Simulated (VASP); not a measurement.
**AgCl (Chlorargyrite): density of states with PBEsol+U**

The system is AgCl (Chlorargyrite).

```
Ag Cl
1.0
     0.00000    2.73500    2.73500
     2.73500    0.00000    2.73500
     2.73500    2.73500    0.00000
Ag Cl
1 1
Direct
  0.00000 0.00000 0.00000
  0.50000 0.50000 0.50000
```

* Program: VASP 6.6.1
* Task: density of states
* Functional: PBEsol
* Potentials or basis: VASP PAW PBE potentials, release 64 (Ag, Cl)
* Cutoff: 520 eV
* k mesh: 8 × 8 × 8
* Occupations: fermi-dirac, width 0.05 eV
* Spin: no spin polarisation
* Hubbard terms: Ag d U = 1.0 eV
* Dipole correction: no
* k mesh for the DOS: 12 × 12 × 12
* Occupations for the DOS: tetrahedron
* Further INCAR settings: ALGO = Normal; EDIFF = 1e-06

- Valence electrons inside the program's atomic spheres: Ag 9.77; Cl 5.04

Levels at points of the mesh, in eV from the valence-band top:
```
           k point  band 7  band 8  band 9  band 10  band 11  band 12
(0.00, 0.00, 0.00)   -2.33   -2.33   -2.33     0.93    10.86    10.86
(0.50, 0.00, 0.00)   -1.99    0.00    0.00     4.12     6.88     7.66
(0.50, 0.50, 0.00)   -2.24   -2.24   -2.14     2.39     7.91     8.79
```

Eigenvalues of the final occupation matrices:
| site | spin | trace | eigenvalues |
| --- | --- | --- | --- |
| site 1 d | 1 | 4.72 | 0.94 0.94 0.94 0.95 0.95 |
| site 1 d | 2 | 4.72 | 0.94 0.94 0.94 0.95 0.95 |

Wall time 24 s on 1 thread of Intel(R) Xeon(R) Platinum 8488C (Sapphire Rapids), on a shared host, peak memory 0.18 GiB.
